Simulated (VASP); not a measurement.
# SnS (Pnma) in VASP: single point with PBE

Aim: the single point of SnS with PBE.

All numbers are computed with VASP 6.6.1; they aren't measurements. Logs are shortened: lines on timing, memory, paths and dates and some standing lists are left out, and cuts for length are marked.

**The experiment to reproduce.**

“Linear dichroism of the optical properties of SnS and SnSe van der Waals crystals”, 2024, arxiv:2409.17412 reports, for a bulk crystal of SnS at 20 K: band gap 1.16 eV (indirect).

How close the calculation comes is told below.

## Step 1: The cell of the first run

It takes space group Pnma (No. 62, orthorhombic). Conventional cell: a = 11.447 Å, b = 4.025 Å, c = 4.447 Å, α = 90.00°, β = 90.00°, γ = 90.00°. Sn (site symmetry m) has 6 S at 2.66 to 3.47 Å and 2 Sn at 3.62 Å within 3.7 Å. S (site symmetry m) has 6 Sn at 2.66 to 3.47 Å within 3.5 Å.

## Step 2: Single point, PBE

INCAR reads:

```
SYSTEM = SnS
ALGO     = Normal         ! electronic algorithm
EDIFF    = 1E-6           ! SCF threshold, eV
ENCUT    = 500            ! plane-wave cutoff, eV
GGA      = PE             ! functional
GGA_COMPAT= .False.      
ISIF     = 2              ! what is computed and relaxed
ISMEAR   = 0              ! smearing method
LASPH    = .True.         ! aspherical terms in the spheres
LCHARG   = .False.        ! write CHGCAR
LREAL    = .False.        ! projectors in reciprocal space
LWAVE    = .False.        ! write WAVECAR
NBANDS   = 50             ! bands
NELM     = 120            ! most SCF steps
PREC     = Accurate       ! precision mode
SIGMA    = 0.02           ! smearing width, eV
```

KPOINTS reads:

```
k-points
0
Gamma
  4 8 6
  0 0 0
```

POSCAR reads:

```
SnS
1.0
   11.4466922714      0.0000000000      0.0000000000
    0.0000000000      4.0254287767      0.0000000000
    0.0000000000      0.0000000000      4.4468756675
Sn S
4 4
Direct
    0.6215861457      0.2500000000      0.6297789746
    0.8784138543      0.7500000000      0.1297789746
    0.1215861457      0.2500000000      0.8702210254
    0.3784138543      0.7500000000      0.3702210254
    0.3500031517      0.2500000000      0.9768203688
    0.1499968483      0.7500000000      0.4768203688
    0.8500031517      0.2500000000      0.5231796312
    0.6499968483      0.7500000000      0.0231796312
```

Potentials or basis: VASP PAW PBE potentials, release 64 (Sn_d, S).

Run with:

```bash
cat potpaw_PBE.64/Sn_d/POTCAR potpaw_PBE.64/S/POTCAR > POTCAR
mpirun -np 1 vasp_std > vasp.out
```

OUTCAR:

```text
SYSTEM = SnS
   EDIFF = 1E-6
   ENCUT = 500
   GGA = PE
   ISIF = 2
   ISMEAR = 0
   LASPH = .True.
   LREAL = .False.
   NELM = 120
   PREC = Accurate

 ion  position               nearest neighbor table
   1  0.622  0.250  0.630-   7 2.66   8 2.69   8 2.69   4 3.62   4 3.62
   2  0.878  0.750  0.130-   8 2.66   7 2.69   7 2.69   3 3.62   3 3.62
   3  0.122  0.250  0.870-   5 2.66   6 2.69   6 2.69   2 3.62   2 3.62
   4  0.378  0.750  0.370-   6 2.66   5 2.69   5 2.69   1 3.62   1 3.62
   5  0.350  0.250  0.977-   3 2.66   4 2.69   4 2.69
   6  0.150  0.750  0.477-   4 2.66   3 2.69   3 2.69
   7  0.850  0.250  0.523-   1 2.66   2 2.69   2 2.69
   8  0.650  0.750  0.023-   2 2.66   1 2.69   1 2.69

  LATTYP: Found a simple orthorhombic cell.
 ALAT       =     4.0254287767
 B/A-ratio  =     1.1046961490
 C/A-ratio  =     2.8435957773

  Lattice vectors:

 A1 = (   0.0000000000,   4.0254287767,   0.0000000000)
 A2 = (   0.0000000000,   0.0000000000,   4.4468756675)
 A3 = (  11.4466922714,   0.0000000000,   0.0000000000)

Analysis of symmetry for initial positions (statically):
=====================================================================
 Subroutine PRICEL returns:
 Original cell was already a primitive cell.

 Routine SETGRP: Setting up the symmetry group for a
 simple orthorhombic supercell.

 Subroutine GETGRP returns: Found  8 space group operations
 (whereof  2 operations were pure point group operations)
 out of a pool of  8 trial point group operations.

The static configuration has the point symmetry S_2 .
 The point group associated with its full space group is D_2h.

Analysis of symmetry for dynamics (positions and initial velocities):
=====================================================================
 Subroutine PRICEL returns:
 Original cell was already a primitive cell.

 Routine SETGRP: Setting up the symmetry group for a
 simple orthorhombic supercell.

 Subroutine GETGRP returns: Found  8 space group operations
 (whereof  2 operations were pure point group operations)
 out of a pool of  8 trial point group operations.

The dynamic configuration has the point symmetry S_2 .
 The point group associated with its full space group is D_2h.

 Subroutine INISYM returns: Found  8 space group operations
 (whereof  2 operations are pure point group operations),
 and found     1 'primitive' translations

----------------------------------------------------------------------------------------

                                     Primitive cell

  volume of cell :     204.9024

  direct lattice vectors                    reciprocal lattice vectors
    11.446692271  0.000000000  0.000000000     0.087361482  0.000000000  0.000000000
     0.000000000  4.025428777  0.000000000     0.000000000  0.248420741  0.000000000
     0.000000000  0.000000000  4.446875667     0.000000000  0.000000000  0.224876987

  length of vectors
    11.446692271  4.025428777  4.446875667     0.087361482  0.248420741  0.224876987

  position of ions in fractional coordinates (direct lattice)
     0.621586146  0.250000000  0.629778975
     0.878413854  0.750000000  0.129778975
     0.121586146  0.250000000  0.870221025
     0.378413854  0.750000000  0.370221025
     0.350003152  0.250000000  0.976820369
     0.149996848  0.750000000  0.476820369
     0.850003152  0.250000000  0.523179631
     0.649996848  0.750000000  0.023179631

  ion indices of the primitive-cell ions
   primitive index   ion index
                 1           1
                 2           2
                 3           3
                 4           4
                 5           5
                 6           6
                 7           7
                 8           8

----------------------------------------------------------------------------------------

 KPOINTS: k-points

Automatic generation of k-mesh.
 Grid dimensions read from file:
 generate k-points for:    4    8    6

 Generating k-lattice:

  Cartesian coordinates                     Fractional coordinates (reciprocal lattice)
     0.021840370  0.000000000  0.000000000     0.250000000  0.000000000  0.000000000
     0.000000000  0.031052593  0.000000000     0.000000000  0.125000000  0.000000000
     0.000000000  0.000000000  0.037479498     0.000000000  0.000000000  0.166666667

  Length of vectors
     0.021840370  0.031052593  0.037479498

  Shift w.r.t. Gamma in fractional coordinates (k-lattice)
     0.000000000  0.000000000  0.000000000

 Subroutine IBZKPT returns following result:
 ===========================================

 Found     60 irreducible k-points:

 Following reciprocal coordinates:
            Coordinates               Weight
  0.000000  0.000000  0.000000      1.000000
  0.250000  0.000000  0.000000      2.000000
  0.500000  0.000000  0.000000      1.000000
  0.000000  0.125000  0.000000      2.000000
  0.250000  0.125000  0.000000      4.000000
  0.500000  0.125000  0.000000      2.000000
[... 16 lines left out ...]
  0.250000  0.250000  0.166667      8.000000
  0.500000  0.250000  0.166667      4.000000
 [... further k-points ...]
   k-points           NKPTS =     60   k-points in BZ     NKDIM =     60   number of bands    NBANDS=     50
   number of dos      NEDOS =    301   number of ions     NIONS =      8
   total plane-waves  NPLWV =  80640
   dimension x,y,z NGX =    84 NGY =   30 NGZ =   32
   dimension x,y,z NGXF=   168 NGYF=   60 NGZF=   64
   ions per type =               4   4
   NGX,Y,Z   is equivalent  to a cutoff of  12.20, 12.39, 11.96 a.u.
   NGXF,Y,Z  is equivalent  to a cutoff of  24.40, 24.78, 23.93 a.u.
 SYSTEM =  SnS
   PREC   = accura    normal or accurate (medium, high low for compatibility)
   ISTART =      0    job   : 0-new  1-cont  2-samecut
   ICHARG =      2    charge: 1-file 2-atom 10-const
   ISPIN  =      1    spin polarized calculation?
   LNONCOLLINEAR =      F non collinear calculations
   LSORBIT =      F    spin-orbit coupling
   LASPH  =      T    aspherical Exc in radial PAW
   ENCUT  =  500.0 eV  36.75 Ry    6.06 a.u.  20.87  7.34  8.11*2*pi/ulx,y,z
   NELM   =    120;   NELMIN=  2; NELMDL= -5     # of ELM steps
   EDIFF  = 0.1E-05   stopping-criterion for ELM
   LREAL  =      F    real-space projection
   EDIFFG = 0.1E-04   stopping-criterion for IOM
   NSW    =      0    number of steps for IOM
   IBRION =     -1    ionic relax: 0-MD 1-quasi-New 2-CG
   NFREE  =      0    steps in history (QN), initial steepest desc. (CG)
   ISIF   =      2    stress and relaxation
   ISYM   =      2    0-nonsym 1-usesym 2-fastsym
   POTIM  = 0.5000    time-step for ionic-motion
   TEBEG  =    0.0;   TEEND  =   0.0 temperature during run
   PSTRESS=    0.0 pullay stress
   NELECT =      80.0000    total number of electrons
   NUPDOWN=      -1.0000    fix difference up-down
   EMIN   =  10.00;   EMAX   =-10.00  energy-range for DOS
   EFERMI =   0.00;   METHOD = LEGACY
   ISMEAR =     0;   SIGMA  =   0.02  broadening in eV -4-tet -1-fermi 0-gaus
   EFERMI_NEDOS =   21; number of points for ismear=-14 and -15
   IALGO  =     38    algorithm
   IMIX   =      4    mixing-type and parameters
     AMIX     =   0.40;   BMIX     =  1.00
     AMIX_MAG =   1.60;   BMIX_MAG =  1.00
  volume/ion in A,a.u.               =      25.61       172.84
  Fermi-wavevector in a.u.,A,eV,Ry     =   1.196527  2.261108 19.479141  1.431676
  Thomas-Fermi vector in A             =   2.332465
   LORBIT       =      0    0 simple, 1 ext, 2 COOP (PROOUT), +10 PAW based schemes
   GGA     = PE    functional components
   LHFCALC =     F    Hartree Fock is set to
   AEXX    =    0.0000 exact exchange contribution
   IVDW    =     0    specifies the selected vdW correction
   LEPSILON=     F    determine dielectric tensor
   LRPA    =     F    only Hartree local field effects (RPA)
 non-spin polarized calculation
 Gauss-broadening in eV      SIGMA  =   0.02
  energy-cutoff  :      500.00
  volume of cell :      204.90
 maximum number of plane-waves:      5244
 NGX is ok and might be reduce to    84
   NGX = 41   NGY = 15   NGZ = 17

 number of electron      80.0000033 magnetization

 Free energy of the ion-electron system (eV)
  ---------------------------------------------------
  ext. energy  EPLUGINS =         0.00000000
  ---------------------------------------------------
  free energy    TOTEN  =       -35.46193973 eV

  energy without entropy =      -35.46193973  energy(sigma->0) =      -35.46193973

 E-fermi :   5.5301     XC(G=0):  -9.5658

 val. band max:        5.3945285305   @ k =   0.5000   0.0000   0.5000
 cond. band min:       6.4404490625   @ k =   0.0000   0.3750   0.0000
 fundamental gap:      1.0459205319
 Fermi energy:         5.5300904499

 k-point     1 :       0.0000    0.0000    0.0000
  band No.  band energies     occupation
      1     -15.7000      2.00000
      2     -15.6903      2.00000
      3     -15.6834      2.00000
      4     -15.6794      2.00000
      5     -15.6758      2.00000
      6     -15.6724      2.00000
[... 42 lines left out ...]
     49      10.4931      0.00000
     50      10.8353      0.00000

 k-point     2 :       0.2500    0.0000    0.0000
  band No.  band energies     occupation
      1     -15.6988      2.00000
      2     -15.6921      2.00000
      3     -15.6827      2.00000
      4     -15.6799      2.00000
      5     -15.6755      2.00000
      6     -15.6734      2.00000
[... 42 lines left out ...]
     49      10.5770      0.00000
     50      10.7704      0.00000

 k-point     3 :       0.5000    0.0000    0.0000
  band No.  band energies     occupation
      1     -15.6957      2.00000
      2     -15.6957      2.00000
      3     -15.6812      2.00000
      4     -15.6812      2.00000
      5     -15.6747      2.00000
      6     -15.6747      2.00000
[... 1102 lines left out ...]
     49       9.7675      0.00000
     50      10.2547      0.00000

 k-point    24 :       0.5000    0.2500    0.1667
  band No.  band energies     occupation
      1     -15.6882      2.00000
      2     -15.6882      2.00000
      3     -15.6830      2.00000
      4     -15.6830      2.00000
      5     -15.6734      2.00000
      6     -15.6734      2.00000
[... 42 lines left out ...]
     49       9.9391      0.00000
     50       9.9391      0.00000

 [... further k-points ...]

------------------------ aborting loop because EDIFF is reached ----------------------------------------

  FORCE on cell =-STRESS in cart. coord.  units (eV):
  Direction    XX          YY          ZZ          XY          YZ          ZX
  --------------------------------------------------------------------------------------
  -------------------------------------------------------------------------------------
  Total       -0.0937894     -0.0886752     -0.0236494      0.0000000      0.0000000      0.0000000
  in kB       -0.7333603     -0.6933711     -0.1849202      0.0000000      0.0000000      0.0000000
  external PRESSURE =      -0.5372172 kB  Pullay stress =       0.0000000 kB

 VOLUME and BASIS-vectors are now :
 -----------------------------------------------------------------------------
  energy-cutoff  :      500.00
  volume of cell :      204.90
      direct lattice vectors                 reciprocal lattice vectors
    11.446692271  0.000000000  0.000000000     0.087361482  0.000000000  0.000000000
     0.000000000  4.025428777  0.000000000     0.000000000  0.248420741  0.000000000
     0.000000000  0.000000000  4.446875667     0.000000000  0.000000000  0.224876987

 POSITION                                       TOTAL-FORCE (eV/Angst)
 -----------------------------------------------------------------------------------
      7.11511      1.00636      2.80055         0.000428      0.000000     -0.003921
     10.05493      3.01907      0.57711        -0.000428      0.000000     -0.003921
      1.39176      1.00636      3.86976         0.000428     -0.000000      0.003921
      4.33159      3.01907      1.64633        -0.000428     -0.000000      0.003921
      4.00638      1.00636      4.34380        -0.003715     -0.000000     -0.002218
      1.71697      3.01907      2.12036         0.003715     -0.000000     -0.002218
      9.72972      1.00636      2.32651        -0.003715     -0.000000      0.002218
      7.44031      3.01907      0.10308         0.003715     -0.000000      0.002218
 -----------------------------------------------------------------------------------
    total drift:                               -0.000000      0.000000      0.000000

  FREE ENERGIE OF THE ION-ELECTRON SYSTEM (eV)
  ---------------------------------------------------
  free  energy   TOTEN  =       -35.4619397297 eV

  energy  without entropy=      -35.4619397297  energy(sigma->0) =      -35.46193973
```

It took 7.2 min on 1 thread of Intel Xeon Platinum 8488C (Sapphire Rapids), shared host; peak memory 0.54 GiB.

Results:

- Free energy: -35.4619 eV
- Pressure: -0.1 GPa
- Largest force: 0.004 eV/Å
- Band gap on the k mesh: 1.05 eV (least direct gap 1.32 eV)

Forces in eV/Å, atoms in the order of the input:
```
Sn   0.000  0.000 -0.004
Sn   0.000  0.000 -0.004
Sn   0.000  0.000  0.004
Sn   0.000  0.000  0.004
S   -0.004  0.000 -0.002
S    0.004  0.000 -0.002
S   -0.004  0.000  0.002
S    0.004  0.000  0.002
```

Levels at points of the mesh, in eV from the valence-band top:
```tsv
k point	band 36	band 37	band 38	band 39	band 40	band 41	band 42	band 43	band 44	band 45
(0.00, 0.00, 0.00)	-1.88	-1.65	-1.00	-0.59	-0.35	1.20	3.08	3.08	3.08	3.46
(0.50, 0.00, 0.00)	-1.93	-1.84	-1.84	-0.44	-0.44	2.73	2.73	2.85	2.85	4.06
(0.00, 0.50, 0.00)	-1.83	-0.81	-0.81	-0.80	-0.80	1.50	1.50	1.65	1.65	2.44
(0.50, 0.50, 0.00)	-2.13	-0.91	-0.91	-0.91	-0.91	1.75	1.75	1.75	1.75	2.82
(0.00, 0.00, 0.50)	-1.56	-0.75	-0.75	-0.01	-0.01	1.65	1.65	2.08	2.08	2.57
(0.50, 0.00, 0.50)	-1.93	-0.58	-0.58	0.00	0.00	1.64	1.64	2.08	2.08	2.61
(0.00, 0.50, 0.50)	-3.03	-2.07	-2.07	-1.17	-1.17	2.94	2.94	3.12	3.12	4.63
(0.50, 0.50, 0.50)	-3.48	-1.40	-1.40	-1.40	-1.40	2.86	2.86	2.86	2.86	4.50
```

Caveat: spin-orbit coupling is left out, which moves the levels of the heavy elements.

## Step 3: Comparison with measurements

Step 2. Measured gap of SnS: 1.16 eV (indirect; 20 K; “Linear dichroism of the optical properties of SnS and SnSe van der Waals crystals”, 2024, arxiv:2409.17412). This calculation gives 1.05 eV (-0.11 eV). 2 values of this kind are on record (1.09 to 1.16 eV); this one was drawn at random. Spin-orbit coupling on Sn is left out. The value is that of PBE on a finite k mesh, which can miss the band edges, without temperature or zero-point motion. Semilocal functionals fall short of measured gaps as a rule.
